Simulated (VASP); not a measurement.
AgCl, 2 atoms in the cell. Symmetry: R-3m, No. 166, trigonal system. Conventional cell: a = 3.961 Å, b = 3.961 Å, c = 9.414 Å, α = 90.00°, β = 90.00°, γ = 120.00°. Ag (site symmetry -3m) has 6 Cl at 2.77 Å within 3.7 Å. Cl (site symmetry -3m) has 6 Ag at 2.77 Å within 3.7 Å.  This cell differs from its parent crystal: equal xy, yz and zx shear strains of -2 %.

| Property | Result |
| --- | --- |
| Program | VASP 6.6.1 |
| Task | electric field gradients |
| Functional | PBEsol |
| Potentials or basis | VASP PAW PBE potentials, release 64 (Ag, Cl) |
| Cutoff | 520 eV |
| k mesh | 9 × 9 × 9 |
| Occupations | fermi-dirac, width 0.01 eV |
| Spin | no spin polarisation |
| Dipole correction | no |
| Further INCAR settings | ALGO = Normal; EDIFF = 1e-08; NBANDS = 16 |

Potentials or basis: VASP PAW PBE potentials, release 64 (Ag, Cl).

Command:

```console
$ cat potpaw_PBE.64/Ag/POTCAR potpaw_PBE.64/Cl/POTCAR > POTCAR
$ mpirun -np 1 vasp_std > vasp.out
```

Hardware: 1 thread of Intel(R) Xeon(R) Platinum 8488C (Sapphire Rapids) (shared host).

Task: How long does it take, and how much memory?

Result: Wall time 49 s on 1 thread of Intel(R) Xeon(R) Platinum 8488C (Sapphire Rapids), with other jobs on the host, peak memory 0.2 GiB. Counts: scf iterations 13, k points 85.
